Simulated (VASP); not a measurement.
## ZnO: single point with r2SCAN

ZnO:

```
Zn O
1.0
     3.10547    0.00000    0.00000
    -1.55274    2.68942    0.00000
     0.00000    0.00000    5.33741
Zn O
2 2
Direct
  0.66667 0.33333 0.50553
  0.33333 0.66667 0.00553
  0.66667 0.33333 0.87478
  0.33333 0.66667 0.37478
```

This cell differs from its parent crystal: biaxial strain in the a-b plane: -4.0 %.

```yaml
Program: VASP 6.6.1
Task: single point
Functional: r2SCAN
Potentials_or_basis: VASP PAW PBE potentials, release 64 (Zn, O)
Cutoff: 520 eV
k_mesh: 12 × 12 × 6
Occupations: gaussian, width 0.02 eV
Spin: no spin polarisation
```

```json
{"Pressure": "11.1 GPa", "Largest force": "0.336 eV/Å", "Band gap on the k mesh": "1.20 eV"}
```

Forces on the atoms (eV/Å):
```
Zn   0.000  0.000  0.336
Zn   0.000  0.000  0.336
O    0.000  0.000 -0.336
O    0.000  0.000 -0.336
```

Stress tensor (GPa, compression positive):
```
15.09  0.00  0.00
 0.00 15.09  0.00
 0.00  0.00  3.23
```

Levels at points of the mesh, in eV from the valence-band top:
| k point | band 14 | band 15 | band 16 | band 17 | band 18 | band 19 | band 20 | band 21 | band 22 | band 23 |
| --- | --- | --- | --- | --- | --- | --- | --- | --- | --- | --- |
| (0.00, 0.00, 0.00) | -0.82 | -0.82 | -0.22 | 0.00 | 0.00 | 1.20 | 6.35 | 8.43 | 14.01 | 14.69 |
| (0.50, 0.00, 0.00) | -3.74 | -3.09 | -2.37 | -1.58 | -0.89 | 6.68 | 7.49 | 7.64 | 10.07 | 11.18 |
| (0.00, 0.00, 0.50) | -2.52 | -0.41 | -0.41 | -0.41 | -0.41 | 3.97 | 3.97 | 10.66 | 10.66 | 15.01 |
| (0.50, 0.00, 0.50) | -3.99 | -1.79 | -1.79 | -1.59 | -1.59 | 6.17 | 6.17 | 9.53 | 9.53 | 12.22 |

Wall time 3.1 min on 1 thread of Intel(R) Xeon(R) Platinum 8488C (Sapphire Rapids), on a shared host, peak memory 0.22 GiB.

Caveat: the cell differs from its parent crystal (biaxial strain in the a-b plane: -4.0 %); the stress differs along the axes, from 3 to 15 GPa; the PAW data sets were made with another functional, which shifts forces and pressure a little.
